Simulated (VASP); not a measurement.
Write the native input for VASP 6.6.1 that does the following.

| Property | Result |
| --- | --- |
| Task | single point |
| Functional | PBE |
| Potentials or basis | VASP PAW PBE potentials, release 64 (Hf_pv, Ge_d, W_sv) |
| Cutoff | 520 eV |
| k mesh | 4 × 4 × 4 |
| Occupations | gaussian, width 0.1 eV |
| Spin | no spin polarisation |
| Dipole correction | no |
| Further INCAR settings | ALGO = Normal; EDIFF = 1e-06; NBANDS = 37 |

The structure of Hf3GeW lies in POSCAR:

```
Hf3GeW
1.0
    4.8596653989      0.0000000000      0.0000000000
    0.0000000000      4.8596653989      0.0000000000
    0.0000000000      0.0000000000      4.8596653989
Hf Ge W
3 1 1
Direct
    0.5000000000      0.5000000000      0.0000000000
    0.0000000000      0.5000000000      0.5000000000
    0.5000000000      0.0000000000      0.5000000000
    0.5000000000      0.5000000000      0.5000000000
    0.0000000000      0.0000000000      0.0000000000
```

The cell was generated, and may not be a known phase.

One way to write it, as run:

INCAR

```
SYSTEM = Hf3GeW
ALGO = Normal ; EDIFF = 1E-6
ENCUT = 520 ; GGA = PE
ISIF = 2 ; ISMEAR = 0
LASPH = .True. ; LCHARG = .True.
LELF = .True. ; LREAL = .False.
LVHAR = .True. ; LWAVE = .False.
NBANDS = 37 ; NELM = 100
PREC = Accurate ; SIGMA = 0.1
```

KPOINTS

```
k-points
0
Gamma
  4 4 4
  0 0 0
```

Potentials or basis: VASP PAW PBE potentials, release 64 (Hf_pv, Ge_d, W_sv).

The run is started by

```sh
$ cat potpaw_PBE.64/Hf_pv/POTCAR potpaw_PBE.64/Ge_d/POTCAR potpaw_PBE.64/W_sv/POTCAR > POTCAR
$ mpirun -np 1 vasp_std > vasp.out
```

Results of the run:

| Property | Result |
| --- | --- |
| Pressure | -0.1 GPa |
| Band gap on the k mesh | zero (bands 29 and 30 overlap by 0.71 eV) |

Caveat: spin-orbit coupling is left out, which moves the levels of the heavy elements.

Wall time 100 s on 1 thread of Intel Xeon 8259CL, on a shared host, peak memory 0.2 GiB.
